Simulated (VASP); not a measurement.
A run of VASP 6.6.1 is set up as follows.

Contents of POSCAR:

```
AlN
1.0
    0.0000000000      2.1848764125      2.1411788842
    2.1848764125      0.0000000000      2.1411788842
    2.1848764125      2.1848764125      0.0000000000
Al N
1 1
Direct
    0.0000000000      0.0000000000      0.0000000000
    0.2500000000      0.2500000000      0.2500000000
```

Contents of INCAR.step1:

```
ALGO     = Normal         # electronic algorithm
EDIFF    = 1E-5           # SCF threshold, eV
ENCUT    = 520            # plane-wave cutoff, eV
GGA      = PE             # functional
ISIF     = 2              # what is computed and relaxed
ISMEAR   = 0              # smearing method
LASPH    = T              # aspherical terms in the spheres
LCHARG   = F              # write CHGCAR
LREAL    = F              # projectors in reciprocal space
LWAVE    = T              # write WAVECAR
NBANDS   = 11             # bands
NELM     = 100            # most SCF steps
PREC     = Accurate       # precision mode
SIGMA    = 0.01           # smearing width, eV
```

File INCAR.step2:

```
ALGO     = Normal         # electronic algorithm
EDIFF    = 1E-6           # SCF threshold, eV
ENCUT    = 520            # plane-wave cutoff, eV
GGA      = PE             # functional
HFSCREEN = 0.2079         # screening, 1/A
ISIF     = 2              # what is computed and relaxed
ISMEAR   = 0              # smearing method
ISTART   = 1            
LASPH    = T              # aspherical terms in the spheres
LCHARG   = F              # write CHGCAR
LHFCALC  = T              # exact exchange
LREAL    = F              # projectors in reciprocal space
LWAVE    = F              # write WAVECAR
NBANDS   = 11             # bands
NELM     = 100            # most SCF steps
PREC     = Accurate       # precision mode
PRECFOCK = Normal       
SIGMA    = 0.01           # smearing width, eV
```

KPOINTS

```
k-points
0
Gamma
  8 8 8
```

Potentials or basis: VASP PAW PBE potentials, release 64 (Al, N).

Command:

```bash
$ cat potpaw_PBE.64/Al/POTCAR potpaw_PBE.64/N/POTCAR > POTCAR
$ cp INCAR.step1 INCAR
$ mpirun -np 1 vasp_std > vasp.out
$ cp INCAR.step2 INCAR
$ mpirun -np 1 vasp_std > vasp.out
```

**Question.** Estimate the pressure.

**Answer.** 3.6 GPa.

**Question.** Predict the band gap on the k mesh.

**Answer.** 4.45 eV (least direct gap 5.68 eV).

Stress tensor (GPa, compression positive):
```
2.69 0.00 0.00
0.00 2.69 0.00
0.00 0.00 5.36
```

Caveat: the cell differs from its parent crystal (uniaxial z strain -2.0%); the cell stands under pressure; the structure was generated, so it needn't be the stable form of AlN; the PAW data sets were made with another functional, which shifts forces and pressure a little. A k mesh can miss the band edges.
